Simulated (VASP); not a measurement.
# S (Im-3m) in VASP: further runs

The runs below take S through single point, with PBE.

All numbers are computed with VASP 6.6.1; they aren't measurements. Logs are shortened: lines on timing, memory, paths and dates and some standing lists are left out, and cuts for length are marked.

### 1 The cell of the first run

The structure is cubic, space group Im-3m (No. 229). The conventional cell has a = 2.508 Å, b = 2.508 Å, c = 2.508 Å, α = 90.00°, β = 90.00°, γ = 90.00°. Within 2.9 Å of S (site symmetry m-3m) lie 14 S at 2.17 to 2.51 Å.

This isn't the form of S at room conditions, which is orthorhombic, of S8 rings.

### 2 Single point, PBE (7.88 Å³/atom)

File INCAR:

```
SYSTEM = S
PREC = Accurate ; ENCUT = 520
EDIFF = 1E-6 ; ISMEAR = -1
SIGMA = 0.1 ; LREAL = .False.
LASPH = .True. ; NELM = 80
ALGO = Normal ; ISIF = 2
LWAVE = .False. ; LCHARG = .False.
GGA = PE ; NBANDS = 9
```

File KPOINTS:

```
regular mesh
0
Gamma
  16 16 16
  0 0 0
```

File POSCAR:

```
S
1.0
   -1.2538507473      1.2538507473      1.2538507473
    1.2538507473     -1.2538507473      1.2538507473
    1.2538507473      1.2538507473     -1.2538507473
S
1
Direct
    0.0000000000      0.0000000000      0.0000000000
```

Potentials or basis: VASP PAW PBE potentials, release 64 (S).

The run is started by

```
$ cat potpaw_PBE.64/S/POTCAR > POTCAR
$ mpirun -np 1 vasp_std > vasp.out
```

OUTCAR:

```text
SYSTEM = S
   PREC = Accurate
   ENCUT = 520
   EDIFF = 1E-6
   ISMEAR = -1
   LREAL = .False.
   LASPH = .True.
   NELM = 80
   ISIF = 2
   GGA = PE

 ion  position               nearest neighbor table
   1  0.000  0.000  0.000-

  LATTYP: Found a body centered cubic cell.
 ALAT       =     2.5077014946

  Lattice vectors:

 A1 = (  -1.2538507473,   1.2538507473,   1.2538507473)
 A2 = (   1.2538507473,  -1.2538507473,   1.2538507473)
 A3 = (   1.2538507473,   1.2538507473,  -1.2538507473)

Analysis of symmetry for initial positions (statically):
=====================================================================
 Subroutine PRICEL returns:
 Original cell was already a primitive cell.

 Routine SETGRP: Setting up the symmetry group for a
 body centered cubic supercell.

 Subroutine GETGRP returns: Found 48 space group operations
 (whereof 48 operations were pure point group operations)
 out of a pool of 48 trial point group operations.

The static configuration has the point symmetry O_h .

Analysis of symmetry for dynamics (positions and initial velocities):
=====================================================================
 Subroutine PRICEL returns:
 Original cell was already a primitive cell.

 Routine SETGRP: Setting up the symmetry group for a
 body centered cubic supercell.

 Subroutine GETGRP returns: Found 48 space group operations
 (whereof 48 operations were pure point group operations)
 out of a pool of 48 trial point group operations.

The dynamic configuration has the point symmetry O_h .

 Subroutine INISYM returns: Found 48 space group operations
 (whereof 48 operations are pure point group operations),
 and found     1 'primitive' translations

----------------------------------------------------------------------------------------

                                     Primitive cell

  volume of cell :       7.8849

  direct lattice vectors                    reciprocal lattice vectors
    -1.253850747  1.253850747  1.253850747     0.000000000  0.398771545  0.398771545
     1.253850747 -1.253850747  1.253850747     0.398771545  0.000000000  0.398771545
     1.253850747  1.253850747 -1.253850747     0.398771545  0.398771545  0.000000000

  length of vectors
     2.171733199  2.171733199  2.171733199     0.563948128  0.563948128  0.563948128

  position of ions in fractional coordinates (direct lattice)
     0.000000000  0.000000000  0.000000000

  ion indices of the primitive-cell ions
   primitive index   ion index
                 1           1

----------------------------------------------------------------------------------------

 KPOINTS: regular mesh

Automatic generation of k-mesh.
 Grid dimensions read from file:
 generate k-points for:   16   16   16

 Generating k-lattice:

  Cartesian coordinates                     Fractional coordinates (reciprocal lattice)
     0.000000000  0.024923222  0.024923222     0.062500000  0.000000000  0.000000000
     0.024923222  0.000000000  0.024923222     0.000000000  0.062500000  0.000000000
     0.024923222  0.024923222  0.000000000     0.000000000  0.000000000  0.062500000

  Length of vectors
     0.035246758  0.035246758  0.035246758

  Shift w.r.t. Gamma in fractional coordinates (k-lattice)
     0.000000000  0.000000000  0.000000000

 Subroutine IBZKPT returns following result:
 ===========================================

 Found    145 irreducible k-points:

 Following reciprocal coordinates:
            Coordinates               Weight
  0.000000  0.000000  0.000000      1.000000
  0.062500  0.000000  0.000000     12.000000
  0.125000  0.000000  0.000000     12.000000
  0.187500  0.000000  0.000000     12.000000
  0.250000  0.000000  0.000000     12.000000
  0.312500  0.000000  0.000000     12.000000
[... 16 lines left out ...]
  0.187500  0.187500  0.000000     24.000000
  0.250000  0.187500 -0.000000     48.000000
 [... further k-points ...]
   k-points           NKPTS =    145   k-points in BZ     NKDIM =    145   number of bands    NBANDS=      9
   number of dos      NEDOS =    301   number of ions     NIONS =      1
   total plane-waves  NPLWV =   4096
   dimension x,y,z NGX =    16 NGY =   16 NGZ =   16
   dimension x,y,z NGXF=    32 NGYF=   32 NGZF=   32
   ions per type =               1
   NGX,Y,Z   is equivalent  to a cutoff of  12.25, 12.25, 12.25 a.u.
   NGXF,Y,Z  is equivalent  to a cutoff of  24.50, 24.50, 24.50 a.u.
 SYSTEM =  S
   PREC   = accura    normal or accurate (medium, high low for compatibility)
   ISTART =      0    job   : 0-new  1-cont  2-samecut
   ICHARG =      2    charge: 1-file 2-atom 10-const
   ISPIN  =      1    spin polarized calculation?
   LNONCOLLINEAR =      F non collinear calculations
   LSORBIT =      F    spin-orbit coupling
   LASPH  =      T    aspherical Exc in radial PAW
   ENCUT  =  520.0 eV  38.22 Ry    6.18 a.u.   4.04  4.04  4.04*2*pi/ulx,y,z
   NELM   =     80;   NELMIN=  2; NELMDL= -5     # of ELM steps
   EDIFF  = 0.1E-05   stopping-criterion for ELM
   LREAL  =      F    real-space projection
   EDIFFG = 0.1E-04   stopping-criterion for IOM
   NSW    =      0    number of steps for IOM
   IBRION =     -1    ionic relax: 0-MD 1-quasi-New 2-CG
   NFREE  =      0    steps in history (QN), initial steepest desc. (CG)
   ISIF   =      2    stress and relaxation
   ISYM   =      2    0-nonsym 1-usesym 2-fastsym
   POTIM  = 0.5000    time-step for ionic-motion
   TEBEG  =    0.0;   TEEND  =   0.0 temperature during run
   PSTRESS=    0.0 pullay stress
   NELECT =       6.0000    total number of electrons
   NUPDOWN=      -1.0000    fix difference up-down
   EMIN   =  10.00;   EMAX   =-10.00  energy-range for DOS
   EFERMI =   0.00;   METHOD = LEGACY
   ISMEAR =    -1;   SIGMA  =   0.10  broadening in eV -4-tet -1-fermi 0-gaus
   EFERMI_NEDOS =   21; number of points for ismear=-14 and -15
   IALGO  =     38    algorithm
   IMIX   =      4    mixing-type and parameters
     AMIX     =   0.40;   BMIX     =  1.00
     AMIX_MAG =   1.60;   BMIX_MAG =  1.00
  volume/ion in A,a.u.               =       7.88        53.21
  Fermi-wavevector in a.u.,A,eV,Ry     =   1.494604  2.824392 30.393244  2.233840
  Thomas-Fermi vector in A             =   2.606855
   LORBIT       =      0    0 simple, 1 ext, 2 COOP (PROOUT), +10 PAW based schemes
   GGA     = PE    functional components
   LHFCALC =     F    Hartree Fock is set to
   AEXX    =    0.0000 exact exchange contribution
   IVDW    =     0    specifies the selected vdW correction
   LEPSILON=     F    determine dielectric tensor
   LRPA    =     F    only Hartree local field effects (RPA)
 non-spin polarized calculation
  energy-cutoff  :      520.00
  volume of cell :        7.88
 maximum number of plane-waves:       236
   NGX =  7   NGY =  7   NGZ =  7

 number of electron       6.0000000 magnetization

 Free energy of the ion-electron system (eV)
  ---------------------------------------------------
  ext. energy  EPLUGINS =         0.00000000
  ---------------------------------------------------
  free energy    TOTEN  =         0.09612542 eV

  energy without entropy =        0.11071317  energy(sigma->0) =        0.10341929

 E-fermi :  21.3798     XC(G=0): -14.6900

 val. band max:       21.3746406681   @ k =  -0.4375   0.5000   0.2500
 cond. band min:      21.4487294940   @ k =  -0.3125   0.3750   0.2500
 fundamental gap:      0.0740888259
 Fermi energy:        21.3797561021

 k-point     1 :       0.0000    0.0000    0.0000
  band No.  band energies     occupation
      1      -5.6591      2.00000
      2      30.4160      0.00000
      3      30.4160      0.00000
      4      30.4160      0.00000
      5      33.8529      0.00000
      6      33.8529      0.00000
      7      33.8529      0.00000
      8      39.8695      0.00000
      9      39.8695      0.00000

 k-point     2 :       0.0625    0.0000    0.0000
  band No.  band energies     occupation
      1      -5.4838      2.00000
      2      28.8146      0.00000
      3      29.3055      0.00000
      4      30.2445      0.00000
      5      33.3274      0.00000
      6      34.5537      0.00000
      7      35.2740      0.00000
      8      38.7002      0.00000
      9      39.6794      0.00000

 k-point     3 :       0.1250    0.0000    0.0000
  band No.  band energies     occupation
      1      -4.9587      2.00000
      2      25.6426      0.00000
      3      27.5834      0.00000
      4      29.7608      0.00000
      5      32.1012      0.00000
      6      34.6766      0.00000
      7      37.9258      0.00000
      8      38.0603      0.00000
      9      39.4814      0.00000

 k-point     4 :       0.1875    0.0000    0.0000
  band No.  band energies     occupation
      1      -4.0859      2.00000
      2      21.9955      0.00423
      3      26.0149      0.00000
      4      29.0646      0.00000
      5      30.6901      0.00000
      6      33.5923      0.00000
      7      39.0254      0.00000
      8      39.6715      0.00000
      9      41.0288      0.00000
[... 205 lines left out ...]
 k-point    22 :       0.4375    0.1250    0.0000
  band No.  band energies     occupation
      1       5.5031      2.00000
      2       6.1743      2.00000
      3      18.6125      2.00000
      4      23.6332      0.00000
      5      30.4417      0.00000
      6      34.2416      0.00000
      7      43.2244      0.00000
      8      43.8586      0.00000
      9      52.9074      0.00000

 k-point    23 :       0.1875    0.1875    0.0000
  band No.  band energies     occupation
      1      -0.9681      2.00000
      2      17.0912      2.00000
      3      17.9263      2.00000
      4      24.7684      0.00000
      5      32.6942      0.00000
      6      34.5869      0.00000
      7      40.1923      0.00000
      8      42.3390      0.00000
      9      47.5129      0.00000

 k-point    24 :       0.2500    0.1875   -0.0000
  band No.  band energies     occupation
      1       0.7471      2.00000
      2      14.0049      2.00000
      3      16.6185      2.00000
      4      23.9396      0.00000
      5      32.6077      0.00000
      6      35.1149      0.00000
      7      40.8263      0.00000
      8      43.8244      0.00000
      9      49.3372      0.00000

 [... further k-points ...]

------------------------ aborting loop because EDIFF is reached ----------------------------------------

  FORCE on cell =-STRESS in cart. coord.  units (eV):
  Direction    XX          YY          ZZ          XY          YZ          ZX
  --------------------------------------------------------------------------------------
  -------------------------------------------------------------------------------------
  Total       10.5744293     10.5744293     10.5744293      0.0000000     -0.0000000     -0.0000000
  in kB     2148.6713801   2148.6713801   2148.6713801      0.0000000     -0.0000000     -0.0000000
  external PRESSURE =    2148.6713801 kB  Pullay stress =       0.0000000 kB

 VOLUME and BASIS-vectors are now :
 -----------------------------------------------------------------------------
  energy-cutoff  :      520.00
  volume of cell :        7.88
      direct lattice vectors                 reciprocal lattice vectors
    -1.253850747  1.253850747  1.253850747     0.000000000  0.398771545  0.398771545
     1.253850747 -1.253850747  1.253850747     0.398771545  0.000000000  0.398771545
     1.253850747  1.253850747 -1.253850747     0.398771545  0.398771545  0.000000000

 POSITION                                       TOTAL-FORCE (eV/Angst)
 -----------------------------------------------------------------------------------
      0.00000      0.00000      0.00000        -0.000000      0.000000     -0.000000
 -----------------------------------------------------------------------------------
    total drift:                               -0.000000     -0.000000      0.000000

  FREE ENERGIE OF THE ION-ELECTRON SYSTEM (eV)
  ---------------------------------------------------
  free  energy   TOTEN  =         0.0961254195 eV

  energy  without entropy=        0.1107131655  energy(sigma->0) =        0.10341929
```

It took 8.7 s on 1 thread of Intel Xeon 8259CL, shared host; peak memory 0.12 GiB.

What came out:

| Quantity | Value |
| --- | --- |
| Free energy | 0.0961 eV |
| Pressure | 214.9 GPa |
| Band gap on the k mesh | zero (bands 3 and 4 overlap by 19.39 eV) |

Caveat: the cell stands under pressure.

### 3 Single point, PBE (9.15 Å³/atom)

This run uses another cell than the first one, of 9.15 Å³/atom.

File INCAR:

```
ALGO     = Normal         # electronic algorithm
EDIFF    = 1E-6           # SCF threshold, eV
ENCUT    = 520            # plane-wave cutoff, eV
GGA      = PE             # functional
ISIF     = 2              # what is computed and relaxed
ISMEAR   = -1             # smearing method
LASPH    = T              # aspherical terms in the spheres
LCHARG   = F              # write CHGCAR
LREAL    = F              # projectors in reciprocal space
LWAVE    = F              # write WAVECAR
NBANDS   = 9              # bands
NELM     = 80             # most SCF steps
PREC     = Accurate       # precision mode
SIGMA    = 0.1            # smearing width, eV
```

File KPOINTS:

```
k-points
0
Gamma
  16 16 16
```

File POSCAR:

```
S
1.0
   -1.3174430160      1.3174430160      1.3174430160
    1.3174430160     -1.3174430160      1.3174430160
    1.3174430160      1.3174430160     -1.3174430160
S
1
Direct
    0.0000000000      0.0000000000      0.0000000000
```

Potentials or basis: VASP PAW PBE potentials, release 64 (S).

The run is started by

```
$ cat potpaw_PBE.64/S/POTCAR > POTCAR
$ mpirun -np 1 vasp_std > vasp.out
```

It took 17 s on 1 thread of Intel Xeon 8259CL, shared host; peak memory 0.12 GiB.

The run converged. Its results:

| Property | Result |
| --- | --- |
| Free energy | -1.2557 eV |
| Pressure | 132.8 GPa |
| Band gap on the k mesh | zero (bands 3 and 4 overlap by 16.00 eV) |

Levels at points of the mesh, in eV from the Fermi level:
| k point | band 1 | band 2 | band 3 | band 4 | band 5 | band 6 | band 7 | band 8 |
| --- | --- | --- | --- | --- | --- | --- | --- | --- |
| (0.00, 0.00, 0.00) | -24.38 | 7.24 | 7.24 | 7.24 | 12.40 | 12.40 | 12.40 | 17.84 |
| (0.50, 0.00, 0.00) | -15.26 | -13.60 | 0.61 | 4.44 | 6.20 | 8.26 | 22.56 | 22.88 |
| (0.50, 0.50, 0.50) | -6.39 | -6.39 | -6.39 | -6.37 | -0.37 | -0.37 | 28.32 | 28.32 |

Caveat: the cell stands under pressure.
